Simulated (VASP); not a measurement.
Input of a VASP 6.6.1 run:

INCAR

```
ALGO = Normal
EDIFF = 1E-6
ENCUT = 600
GGA = PE
GGA_COMPAT = F
ISIF = 2
ISMEAR = 0
LASPH = T
LCHARG = T
LELF = T
LREAL = F
LVHAR = T
LWAVE = F
NBANDS = 11
NELM = 120
PREC = Accurate
SIGMA = 0.01
```

The input KPOINTS:

```
k-points
0
Gamma
  8 8 8
```

File POSCAR:

```
AlN
1.0
    0.0000000000      2.1839935600      2.1839935600
    2.1839935600      0.0000000000      2.1839935600
    2.1839935600      2.1839935600      0.0000000000
Al N
1 1
Direct
    0.0000000000      0.0000000000      0.0000000000
    0.7500000000      0.7500000000      0.7500000000
```

Potentials or basis: VASP PAW PBE potentials, release 64 (Al, N).

Command:

```sh
$ cat potpaw_PBE.64/Al/POTCAR potpaw_PBE.64/N/POTCAR > POTCAR
$ mpirun -np 1 vasp_std > vasp.out
```

Predict the band gap on the k mesh.

3.32 eV, indirect (least direct gap 4.20 eV).

Predict the pressure.

4.5 GPa.

A k mesh can miss the band edges.
